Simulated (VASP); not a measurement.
# Fe (Im-3m) in VASP: further runs

Aim: see how the results for Fe move with the level of theory and the settings. Levels: LDA, PBEsol. Tasks: vibrations by perturbation theory, elastic constants.

Everything below comes from runs of VASP 6.6.1. Logs are shortened: lines on timing, memory, paths and dates and some standing lists are left out, and cuts for length are marked.

### 1 The cell of the first run

Symmetry: Im-3m, No. 229, cubic system. The conventional cell has a = 2.886 Å, b = 2.886 Å, c = 2.886 Å, α = 90.00°, β = 90.00°, γ = 90.00°. Within 3.3 Å of Fe (site symmetry m-3m) lie 14 Fe at 2.50 to 2.89 Å.

### 2 Vibrations by perturbation theory, LDA, collinear spin, ferromagnetic start

INCAR reads:

```
PREC = Accurate
ENCUT = 520
EDIFF = 1E-8
ISMEAR = -1
SIGMA = 0.05
LREAL = F
LASPH = T
NELM = 150
ALGO = Normal
ISIF = 2
LWAVE = F
LCHARG = F
ISPIN = 2
MAGMOM = 3
LORBIT = 11
LMAXMIX = 4
GGA = CA
IBRION = 8
NSW = 1
```

KPOINTS reads:

```
Automatic mesh
0
Gamma
  10 10 10
```

POSCAR reads:

```
Fe
1.0
   -1.4430000000      1.4430000000      1.4430000000
    1.4430000000     -1.4430000000      1.4430000000
    1.4430000000      1.4430000000     -1.4430000000
Fe
1
Direct
    0.0000000000      0.0000000000      0.0000000000
```

Potentials or basis: VASP PAW LDA potentials, release 64 (Fe).

Command:

```
cat potpaw_LDA.64/Fe/POTCAR > POTCAR
mpirun -np 1 vasp_std > vasp.out
```

OUTCAR:

```text
PREC = Accurate
   ENCUT = 520
   EDIFF = 1E-8
   ISMEAR = -1
   LREAL = F
   LASPH = T
   NELM = 150
   ISIF = 2
   ISPIN = 2
   LORBIT = 11
   GGA = CA
   IBRION = 8
   NSW = 1

 ion  position               nearest neighbor table
   1  0.000  0.000  0.000-

  LATTYP: Found a body centered cubic cell.
 ALAT       =     2.8860000000

  Lattice vectors:

 A1 = (  -1.4430000000,   1.4430000000,   1.4430000000)
 A2 = (   1.4430000000,  -1.4430000000,   1.4430000000)
 A3 = (   1.4430000000,   1.4430000000,  -1.4430000000)

Analysis of symmetry for initial positions (statically):
=====================================================================
 Subroutine PRICEL returns:
 Original cell was already a primitive cell.

 Routine SETGRP: Setting up the symmetry group for a
 body centered cubic supercell.

 Subroutine GETGRP returns: Found 48 space group operations
 (whereof 48 operations were pure point group operations)
 out of a pool of 48 trial point group operations.

The static configuration has the point symmetry O_h .

Analysis of symmetry for dynamics (positions and initial velocities):
=====================================================================
 Subroutine PRICEL returns:
 Original cell was already a primitive cell.

 Routine SETGRP: Setting up the symmetry group for a
 body centered cubic supercell.

 Subroutine GETGRP returns: Found 48 space group operations
 (whereof 48 operations were pure point group operations)
 out of a pool of 48 trial point group operations.

The dynamic configuration has the point symmetry O_h .

Analysis of structural, dynamic, and magnetic symmetry:
=====================================================================
 Subroutine PRICEL returns:
 Original cell was already a primitive cell.

 Routine SETGRP: Setting up the symmetry group for a
 body centered cubic supercell.

 Subroutine GETGRP returns: Found 48 space group operations
 (whereof 48 operations were pure point group operations)
 out of a pool of 48 trial point group operations.

The overall configuration has the point symmetry O_h .

 Subroutine INISYM returns: Found 48 space group operations
 (whereof 48 operations are pure point group operations),
 and found     1 'primitive' translations

----------------------------------------------------------------------------------------

                                     Primitive cell

  volume of cell :      12.0187

  direct lattice vectors                    reciprocal lattice vectors
    -1.443000000  1.443000000  1.443000000     0.000000000  0.346500347  0.346500347
     1.443000000 -1.443000000  1.443000000     0.346500347  0.000000000  0.346500347
     1.443000000  1.443000000 -1.443000000     0.346500347  0.346500347  0.000000000

  length of vectors
     2.499349315  2.499349315  2.499349315     0.490025489  0.490025489  0.490025489

  position of ions in fractional coordinates (direct lattice)
     0.000000000  0.000000000  0.000000000

  ion indices of the primitive-cell ions
   primitive index   ion index
                 1           1

----------------------------------------------------------------------------------------

 KPOINTS: Automatic mesh

Automatic generation of k-mesh.
 Grid dimensions read from file:
 generate k-points for:   10   10   10

 Generating k-lattice:

  Cartesian coordinates                     Fractional coordinates (reciprocal lattice)
     0.000000000  0.034650035  0.034650035     0.100000000  0.000000000  0.000000000
     0.034650035  0.000000000  0.034650035     0.000000000  0.100000000  0.000000000
     0.034650035  0.034650035  0.000000000     0.000000000  0.000000000  0.100000000

  Length of vectors
     0.049002549  0.049002549  0.049002549

  Shift w.r.t. Gamma in fractional coordinates (k-lattice)
     0.000000000  0.000000000  0.000000000
[... 94 lines left out ...]
  ext. energy  EPLUGINS =         0.00000000
  ---------------------------------------------------
  free energy    TOTEN  =        -9.07693376 eV

  energy without entropy =       -9.06868769  energy(sigma->0) =       -9.07281072

 E-fermi :   5.0895     XC(G=0): -13.1046

 val. band max:        5.0878846896   @ k =  -0.4000   0.5000   0.3000
 cond. band min:       5.1215358750   @ k =  -0.4000   0.4000   0.1000
 fundamental gap:      0.0336511853
 Fermi energy:         5.0894988619

 spin component 1

 k-point     1 :       0.0000    0.0000    0.0000
  band No.  band energies     occupation
      1      -3.0775      1.00000
      2       2.9294      1.00000
      3       2.9294      1.00000
      4       2.9294      1.00000
      5       4.1660      1.00000
      6       4.1660      1.00000
      7      29.4453      0.00000
      8      29.4453      0.00000
      9      29.4453      0.00000
     10      34.2240      0.00000
[... 287 lines left out ...]
 k-point    24 :      -0.3000    0.3000    0.1000
  band No.  band energies     occupation
      1       0.0571      1.00000
      2       2.4704      1.00000
      3       2.7307      1.00000
      4       3.8131      1.00000
      5       4.4205      1.00000
      6       4.6383      0.99988
      7      18.2511      0.00000
      8      24.0829      0.00000
      9      24.2334      0.00000
     10      30.4968      0.00000

 [... further k-points ...]

 spin component 2

 k-point     1 :       0.0000    0.0000    0.0000
  band No.  band energies     occupation
      1      -2.7398      1.00000
      2       4.7019      0.99957
      3       4.7019      0.99957
      4       4.7019      0.99957
      5       6.4197      0.00000
      6       6.4197      0.00000
      7      29.5545      0.00000
      8      29.5545      0.00000
      9      29.5545      0.00000
     10      34.6446      0.00000
[... 287 lines left out ...]
 k-point    24 :      -0.3000    0.3000    0.1000
  band No.  band energies     occupation
      1       0.6161      1.00000
      2       4.1455      1.00000
      3       4.3196      1.00000
      4       5.8121      0.00000
      5       6.3350      0.00000
      6       6.8284      0.00000
      7      19.0818      0.00000
      8      24.5150      0.00000
      9      24.9357      0.00000
     10      31.0320      0.00000

 [... further k-points ...]
[... 5 lines left out ...]
  --------------------------------------------------------------------------------------
  -------------------------------------------------------------------------------------
  Total       -2.0355061     -2.0355061     -2.0355061      0.0000000     -0.0000000      0.0000000
  in kB     -271.3463596   -271.3463596   -271.3463596      0.0000000     -0.0000000      0.0000000
  external PRESSURE =    -271.3463596 kB  Pullay stress =       0.0000000 kB

 VOLUME and BASIS-vectors are now :
 -----------------------------------------------------------------------------
  energy-cutoff  :      520.00
  volume of cell :       12.02
      direct lattice vectors                 reciprocal lattice vectors
    -1.443000000  1.443000000  1.443000000     0.000000000  0.346500347  0.346500347
     1.443000000 -1.443000000  1.443000000     0.346500347  0.000000000  0.346500347
     1.443000000  1.443000000 -1.443000000     0.346500347  0.346500347  0.000000000

 POSITION                                       TOTAL-FORCE (eV/Angst)
 -----------------------------------------------------------------------------------
      0.00000      0.00000      0.00000         0.000000      0.000000     -0.000000
 -----------------------------------------------------------------------------------
    total drift:                                0.000000     -0.000000      0.000000

  FREE ENERGIE OF THE ION-ELECTRON SYSTEM (eV)
  ---------------------------------------------------
  free  energy   TOTEN  =        -9.0769337570 eV

  energy  without entropy=       -9.0686876867  energy(sigma->0) =       -9.07281072

[... ionic steps 2 to 3 ...]

--------------------------------------- Ionic step        4  -------------------------------------------

 Free energy of the ion-electron system (eV)
  ---------------------------------------------------
  ---------------------------------------------------
  free energy    TOTEN  =        -0.15298053 eV

  energy without entropy =       -0.15298053

------------------------ aborting loop because EDIFF is reached ----------------------------------------

 INTERNAL STRAIN TENSOR  FOR ION    1  DIRECTION 1   (eV/Angst):
 -----------------------------------------------------------------------------
     0.00768  0.00000  0.00000
     0.00000  0.00171  0.00000
     0.00000  0.00000  0.00171

 INTERNAL STRAIN TENSOR FOR ION    1 for displacements in x,y,z  (eV/Angst):
          X           Y           Z          XY          YZ          ZX
  --------------------------------------------------------------------------------
  x     0.00000     0.00000     0.00000     0.00000     0.00000     0.00000
  y     0.00000     0.00000     0.00000     0.00000     0.00000     0.00000
  z     0.00000     0.00000     0.00000     0.00000     0.00000     0.00000

 SECOND DERIVATIVES (NOT SYMMETRIZED)
 ------------------------------------
               1X          1Y          1Z
  1X     0.025225    0.000000    0.000000
  1Y     0.000000    0.025225    0.000000
  1Z     0.000000    0.000000    0.025225

 Eigenvectors and eigenvalues of the dynamical matrix
 ----------------------------------------------------

   1 f/i=    0.332252 THz     2.087601 2PiTHz   11.082737 cm-1     1.374084 meV
             X         Y         Z           dx          dy          dz
      0.000000  0.000000  0.000000     1.000000    0.000000    0.000000

   2 f/i=    0.332252 THz     2.087601 2PiTHz   11.082737 cm-1     1.374084 meV
             X         Y         Z           dx          dy          dz
      0.000000  0.000000  0.000000     0.000000    1.000000    0.000000

   3 f/i=    0.332252 THz     2.087601 2PiTHz   11.082737 cm-1     1.374084 meV
             X         Y         Z           dx          dy          dz
      0.000000  0.000000  0.000000     0.000000    0.000000    1.000000

--------------------------------------------------------------------------------------------------------

 ELASTIC MODULI CONTR FROM IONIC RELAXATION (kBar)
 Direction    XX          YY          ZZ          XY          YZ          ZX
 --------------------------------------------------------------------------------
 XX           0.0000      0.0000      0.0000      0.0000      0.0000      0.0000
 YY           0.0000      0.0000      0.0000      0.0000      0.0000      0.0000
 ZZ           0.0000      0.0000      0.0000      0.0000      0.0000      0.0000
 XY           0.0000      0.0000      0.0000      0.0000      0.0000      0.0000
 YZ           0.0000      0.0000      0.0000      0.0000      0.0000      0.0000
 ZX           0.0000      0.0000      0.0000      0.0000      0.0000      0.0000
 --------------------------------------------------------------------------------

 total charge

# of ion       s       p       d       tot
------------------------------------------
    1        0.464   0.488   6.217   7.169

 magnetization (x)

# of ion       s       p       d       tot
------------------------------------------
    1       -0.013  -0.043   2.189   2.134
```

Wall time 25 s (1 thread of Intel Xeon 6975P-C (Granite Rapids), shared host); peak memory 0.16 GiB.

What came out:

| Quantity | Value |
| --- | --- |
| Net moment | 2.15 μB per cell |
| Site moments | Fe +2.13 μB |
| Valence electrons inside the program's atomic spheres | Fe 7.17 |

Caveat: some modes are imaginary.

### 3 Vibrations by perturbation theory, PBEsol, collinear spin, ferromagnetic start

INCAR reads:

```
  PREC = Accurate
  ENCUT = 520
  EDIFF = 1E-8
  ISMEAR = -1
  SIGMA = 0.05
  LREAL = False
  LASPH = True
  NELM = 150
  ALGO = Normal
  ISIF = 2
  LWAVE = False
  LCHARG = False
  ISPIN = 2
  MAGMOM = 3
  LORBIT = 11
  LMAXMIX = 4
  GGA = PS
  IBRION = 8
  NSW = 1
```

KPOINTS reads:

```
Automatic mesh
0
Gamma
  12 12 12
```

POSCAR is that of step 2.

Potentials or basis: VASP PAW PBE potentials, release 64 (Fe).

Command:

```
cat potpaw_PBE.64/Fe/POTCAR > POTCAR
mpirun -np 1 vasp_std > vasp.out
```

OUTCAR:

```text
PREC = Accurate
   ENCUT = 520
   EDIFF = 1E-8
   ISMEAR = -1
   LREAL = False
   LASPH = True
   NELM = 150
   ISIF = 2
   ISPIN = 2
   LORBIT = 11
   GGA = PS
   IBRION = 8
   NSW = 1

 ion  position               nearest neighbor table
   1  0.000  0.000  0.000-

  LATTYP: Found a body centered cubic cell.
 ALAT       =     2.8860000000

  Lattice vectors:

 A1 = (  -1.4430000000,   1.4430000000,   1.4430000000)
 A2 = (   1.4430000000,  -1.4430000000,   1.4430000000)
 A3 = (   1.4430000000,   1.4430000000,  -1.4430000000)

Analysis of symmetry for initial positions (statically):
=====================================================================
 Subroutine PRICEL returns:
 Original cell was already a primitive cell.

 Routine SETGRP: Setting up the symmetry group for a
 body centered cubic supercell.

 Subroutine GETGRP returns: Found 48 space group operations
 (whereof 48 operations were pure point group operations)
 out of a pool of 48 trial point group operations.

The static configuration has the point symmetry O_h .

Analysis of symmetry for dynamics (positions and initial velocities):
=====================================================================
 Subroutine PRICEL returns:
 Original cell was already a primitive cell.

 Routine SETGRP: Setting up the symmetry group for a
 body centered cubic supercell.

 Subroutine GETGRP returns: Found 48 space group operations
 (whereof 48 operations were pure point group operations)
[... 820 lines left out ...]

 POSITION                                       TOTAL-FORCE (eV/Angst)
 -----------------------------------------------------------------------------------
      0.00000      0.00000      0.00000         0.000000      0.000000      0.000000
 -----------------------------------------------------------------------------------
    total drift:                                0.000000     -0.000000      0.000000

  FREE ENERGIE OF THE ION-ELECTRON SYSTEM (eV)
  ---------------------------------------------------
  free  energy   TOTEN  =        -8.8523000967 eV

  energy  without entropy=       -8.8447726866  energy(sigma->0) =       -8.84853639

[... ionic steps 2 to 3 ...]

--------------------------------------- Ionic step        4  -------------------------------------------

 Free energy of the ion-electron system (eV)
  ---------------------------------------------------
  ---------------------------------------------------
  free energy    TOTEN  =        -0.15236285 eV

  energy without entropy =       -0.15236285

------------------------ aborting loop because EDIFF is reached ----------------------------------------

 INTERNAL STRAIN TENSOR  FOR ION    1  DIRECTION 1   (eV/Angst):
 -----------------------------------------------------------------------------
     0.00779  0.00000 -0.00000
     0.00000  0.00158  0.00000
     0.00000  0.00000  0.00158

 INTERNAL STRAIN TENSOR FOR ION    1 for displacements in x,y,z  (eV/Angst):
          X           Y           Z          XY          YZ          ZX
  --------------------------------------------------------------------------------
  x     0.00000     0.00000     0.00000     0.00000     0.00000     0.00000
  y     0.00000     0.00000     0.00000     0.00000     0.00000     0.00000
  z     0.00000     0.00000     0.00000     0.00000     0.00000     0.00000

 SECOND DERIVATIVES (NOT SYMMETRIZED)
 ------------------------------------
               1X          1Y          1Z
  1X     0.025395    0.000000    0.000000
  1Y     0.000000    0.025395    0.000000
  1Z     0.000000    0.000000    0.025395

 Eigenvectors and eigenvalues of the dynamical matrix
 ----------------------------------------------------

   1 f/i=    0.333368 THz     2.094612 2PiTHz   11.119956 cm-1     1.378698 meV
             X         Y         Z           dx          dy          dz
      0.000000  0.000000  0.000000     1.000000    0.000000    0.000000

   2 f/i=    0.333368 THz     2.094612 2PiTHz   11.119956 cm-1     1.378698 meV
             X         Y         Z           dx          dy          dz
      0.000000  0.000000  0.000000     0.000000    1.000000    0.000000

   3 f/i=    0.333368 THz     2.094612 2PiTHz   11.119956 cm-1     1.378698 meV
             X         Y         Z           dx          dy          dz
      0.000000  0.000000  0.000000     0.000000    0.000000    1.000000

--------------------------------------------------------------------------------------------------------

 ELASTIC MODULI CONTR FROM IONIC RELAXATION (kBar)
 Direction    XX          YY          ZZ          XY          YZ          ZX
 --------------------------------------------------------------------------------
 XX           0.0000      0.0000      0.0000      0.0000      0.0000      0.0000
 YY           0.0000      0.0000      0.0000      0.0000      0.0000      0.0000
 ZZ           0.0000      0.0000      0.0000      0.0000      0.0000      0.0000
 XY           0.0000      0.0000      0.0000      0.0000      0.0000      0.0000
 YZ           0.0000      0.0000      0.0000      0.0000      0.0000      0.0000
 ZX           0.0000      0.0000      0.0000      0.0000      0.0000      0.0000
 --------------------------------------------------------------------------------

 total charge

# of ion       s       p       d       tot
------------------------------------------
    1        0.466   0.493   6.204   7.162

 magnetization (x)

# of ion       s       p       d       tot
------------------------------------------
    1       -0.015  -0.048   2.380   2.317
```

OSZICAR:

```text
N       E                     dE             d eps       ncg     rms          rms(c)
DAV:   1     0.168982846963E+02    0.16898E+02   -0.40275E+03  3008   0.960E+02
DAV:   2    -0.947494548201E+01   -0.26373E+02   -0.24352E+02  2896   0.130E+02
[... 29 lines left out ...]
RMM:   7    -0.152392429413E+00   -0.42051E-06   -0.62966E-07 11419   0.691E-03    0.347E-03
RMM:   8    -0.152366689612E+00    0.25740E-04   -0.10862E-07 10791   0.305E-03    0.738E-04
RMM:   9    -0.152364127213E+00    0.25624E-05   -0.19974E-08 11669   0.137E-03    0.157E-04
RMM:  10    -0.152363722291E+00    0.40492E-06   -0.27457E-09 11937   0.470E-04    0.933E-05
RMM:  11    -0.152363025716E+00    0.69658E-06   -0.20402E-10 11974   0.143E-04    0.354E-05
RMM:  12    -0.152362845695E+00    0.18002E-06   -0.56518E-11 11997   0.604E-05    0.504E-06
RMM:  13    -0.152362850563E+00   -0.48683E-08   -0.12083E-11 12192   0.149E-05    0.198E-06
 Linear response finished
```

It took 37 s on 1 thread of Intel Xeon 6975P-C (Granite Rapids), shared host; peak memory 0.19 GiB.

Results:

- Net moment: 2.32 μB per cell
- Site moments: Fe +2.32 μB
- Valence electrons inside the program's atomic spheres: Fe 7.16

Caveat: some modes are imaginary; the PAW data sets were made with another functional, which shifts forces and pressure a little.

[end of part 1 of 2]
